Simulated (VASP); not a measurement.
# Al (P6_3/mmc) in VASP: notebook, part 2 of 2

VASP 6.6.1. The steps go on from the part before.

## Step 5: Single point, r2SCAN (strain +0.000 along x and y, +0.025 along z)

Contents of POSCAR:

```
Al
1.0
    2.8124553515      0.0000000000      0.0000000000
   -1.4062276757      2.4356577814      0.0000000000
    0.0000000000      0.0000000000      4.9885212500
Al
2
Direct
    0.6666666667      0.3333333333      0.7500000000
    0.3333333333      0.6666666667      0.2500000000
```

Contents of INCAR.step1:

```
SYSTEM = Al
  PREC = Accurate
  ENCUT = 520
  ISMEAR = 0
  SIGMA = 0.15
  LREAL = .False.
  LASPH = .True.
  NELM = 100
  NBANDS = 10
  GGA = PE
  ALGO = Normal
  EDIFF = 1E-4
  LWAVE = .True.
  LCHARG = .False.
```

Contents of INCAR.step2:

```
SYSTEM = Al
  PREC = Accurate
  ENCUT = 520
  EDIFF = 1E-7
  ISMEAR = 0
  SIGMA = 0.15
  LREAL = .False.
  LASPH = .True.
  NELM = 100
  ALGO = Normal
  ISIF = 2
  LWAVE = .False.
  LCHARG = .True.
  METAGGA = R2SCAN
  LMIXTAU = .True.
  LELF = .True.
  LVHAR = .True.
  NBANDS = 10
  ISTART = 1
```

Contents of KPOINTS:

```
regular mesh
0
Gamma
  18 18 10
  0 0 0
```

Potentials or basis: VASP PAW PBE potentials, release 64 (Al).

Started as:

```sh
> cat potpaw_PBE.64/Al/POTCAR > POTCAR
> cp INCAR.step1 INCAR
> mpirun -np 1 vasp_std > vasp.out
> cp INCAR.step2 INCAR
> mpirun -np 1 vasp_std > vasp.out
```

OUTCAR:

```text
SYSTEM = Al
   PREC = Accurate
   ENCUT = 520
   EDIFF = 1E-7
   ISMEAR = 0
   LREAL = .False.
   LASPH = .True.
   NELM = 100
   ISIF = 2
   METAGGA = R2SCAN
   ISTART = 1

 ion  position               nearest neighbor table
   1  0.667  0.333  0.750-   2 2.98   2 2.98   2 2.98   2 2.98   2 2.98   2 2.98
   2  0.333  0.667  0.250-   1 2.98   1 2.98   1 2.98   1 2.98   1 2.98   1 2.98

  LATTYP: Found a hexagonal cell.
 ALAT       =     2.8124553515
 C/A-ratio  =     1.7737246024

  Lattice vectors:

 A1 = (   2.8124553515,   0.0000000000,   0.0000000000)
[... 494 lines left out ...]
      7      11.9598      0.00000
      8      16.9903      0.00000
      9      17.4464      0.00000
     10      19.5641      0.00000

 [... further k-points ...]
[... 5 lines left out ...]
  --------------------------------------------------------------------------------------
  -------------------------------------------------------------------------------------
  Total       -0.7038760     -0.7038760     -1.5679451     -0.0000000     -0.0000000      0.0000000
  in kB      -33.0014499    -33.0014499    -73.5136022     -0.0000000     -0.0000000      0.0000000
  external PRESSURE =     -46.5055007 kB  Pullay stress =       0.0000000 kB

 VOLUME and BASIS-vectors are now :
 -----------------------------------------------------------------------------
  energy-cutoff  :      520.00
  volume of cell :       34.17
      direct lattice vectors                 reciprocal lattice vectors
     2.812455352  0.000000000  0.000000000     0.355561200  0.205283355  0.000000000
    -1.406227676  2.435657781  0.000000000     0.000000000  0.410566709  0.000000000
     0.000000000  0.000000000  4.988521250     0.000000000  0.000000000  0.200460207

 POSITION                                       TOTAL-FORCE (eV/Angst)
 -----------------------------------------------------------------------------------
      1.40623      0.81189      3.74139        -0.000000      0.000000      0.000000
     -0.00000      1.62377      1.24713         0.000000      0.000000      0.000000
 -----------------------------------------------------------------------------------
    total drift:                               -0.000000      0.000000     -0.000000

  FREE ENERGIE OF THE ION-ELECTRON SYSTEM (eV)
  ---------------------------------------------------
  free  energy   TOTEN  =       -13.3455585230 eV

  energy  without entropy=      -13.3371890860  energy(sigma->0) =      -13.34137380
```

Run time: 2.3 min. Hardware: 1 thread of AMD EPYC 9R45 (Zen 5), shared host; peak memory 0.17 GiB.

What came out:

- Free energy: -13.3456 eV
- Pressure: -4.7 GPa
- Band gap on the k mesh: zero (band 3 reaches 11.29 eV, above the bottom of band 4 at 4.54 eV)

Stress tensor (GPa, compression positive):
```
-3.30  0.00  0.00
 0.00 -3.30  0.00
 0.00  0.00 -7.35
```

Caveat: the cell differs from its parent crystal (strain +0.000 along x and y, +0.025 along z); the PAW data sets were made with another functional, which shifts forces and pressure a little.

## Step 6: Single point, r2SCAN (strain +0.025 along x and y, -0.025 along z)

Contents of POSCAR:

```
Al
1.0
    2.8827667353      0.0000000000      0.0000000000
   -1.4413833676      2.4965492260      0.0000000000
    0.0000000000      0.0000000000      4.7451787500
Al
2
Direct
    0.6666666667      0.3333333333      0.7500000000
    0.3333333333      0.6666666667      0.2500000000
```

Contents of INCAR.step1:

```
SYSTEM = Al
PREC = Accurate ; ENCUT = 520
ISMEAR = 0 ; SIGMA = 0.15
LREAL = .FALSE. ; LASPH = .TRUE.
NELM = 100 ; NBANDS = 10
GGA = PE ; ALGO = Normal
EDIFF = 1E-4 ; LWAVE = .TRUE.
LCHARG = .FALSE.
```

Contents of INCAR.step2:

```
SYSTEM = Al
PREC = Accurate ; ENCUT = 520
EDIFF = 1E-6 ; ISMEAR = 0
SIGMA = 0.15 ; LREAL = .FALSE.
LASPH = .TRUE. ; NELM = 100
ALGO = Normal ; ISIF = 2
LWAVE = .FALSE. ; LCHARG = .FALSE.
METAGGA = R2SCAN ; LMIXTAU = .TRUE.
NBANDS = 10 ; ISTART = 1
```

Contents of KPOINTS:

```
regular mesh
0
G
  18 18 10
  0 0 0
```

Potentials or basis: VASP PAW PBE potentials, release 64 (Al).

Started as:

```sh
> cat potpaw_PBE.64/Al/POTCAR > POTCAR
> cp INCAR.step1 INCAR
> mpirun -np 1 vasp_std > vasp.out
> cp INCAR.step2 INCAR
> mpirun -np 1 vasp_std > vasp.out
```

Run time: 2 min. Hardware: 1 thread of AMD EPYC 9R45 (Zen 5), shared host; peak memory 0.17 GiB.

Results (log left out):

```
Free energy            : -13.3608 eV
Pressure               : -5.2 GPa
Band gap on the k mesh : zero (band 3 reaches 11.92 eV, above the bottom of band 4 at 4.37 eV)
```

Stress tensor (GPa, compression positive):
```
-5.16  0.00  0.00
 0.00 -5.16  0.00
 0.00  0.00 -5.29
```

Levels at points of the mesh, in eV from the Fermi level:
| k point | band 1 | band 2 | band 3 | band 4 | band 5 | band 6 | band 7 | band 8 |
| --- | --- | --- | --- | --- | --- | --- | --- | --- |
| (0.00, 0.00, 0.00) | -11.61 | -4.91 | -4.60 | 11.17 | 11.17 | 11.55 | 11.55 | 12.50 |
| (0.50, 0.00, 0.00) | -5.48 | -5.38 | 0.61 | 1.14 | 1.48 | 1.84 | 5.93 | 7.77 |
| (0.00, 0.00, 0.50) | -9.87 | -9.87 | 3.44 | 3.44 | 12.42 | 12.42 | 12.42 | 12.42 |
| (0.50, 0.00, 0.50) | -4.12 | -4.12 | -3.30 | -3.30 | 7.44 | 7.44 | 7.88 | 7.88 |

Caveat: the cell differs from its parent crystal (strain +0.025 along x and y, -0.025 along z); the PAW data sets were made with another functional, which shifts forces and pressure a little.

## Step 7: The runs side by side

| cell | gap on the mesh (eV) | pressure (GPa) |
| --- | --- | --- |
| a = 2.953, b = 2.953, c = 4.989 Å, angles 90.0, 90.0, 120.0°, 2 atoms | none | -10.1 |
| a = 2.953, b = 2.953, c = 5.110 Å, angles 90.0, 90.0, 120.0°, 2 atoms | none | -10.8 |
| a = 2.883, b = 2.883, c = 4.624 Å, angles 90.0, 90.0, 120.0°, 2 atoms | none | -3.4 |
| a = 2.812, b = 2.812, c = 4.989 Å, angles 90.0, 90.0, 120.0°, 2 atoms | none | -4.7 |
| a = 2.883, b = 2.883, c = 4.745 Å, angles 90.0, 90.0, 120.0°, 2 atoms | none | -5.2 |

Alike in all rows: task single point; level r2SCAN; potentials or basis VASP PAW PBE potentials, release 64 (Al); no spin polarisation; k mesh 18 × 18 × 10; cutoff (eV) 520; smearing gaussian 0.15 eV.

Caveats: the PAW data sets were made with another functional, which shifts forces and pressure a little.

Absolute energies hang on the potentials; compare differences alone.
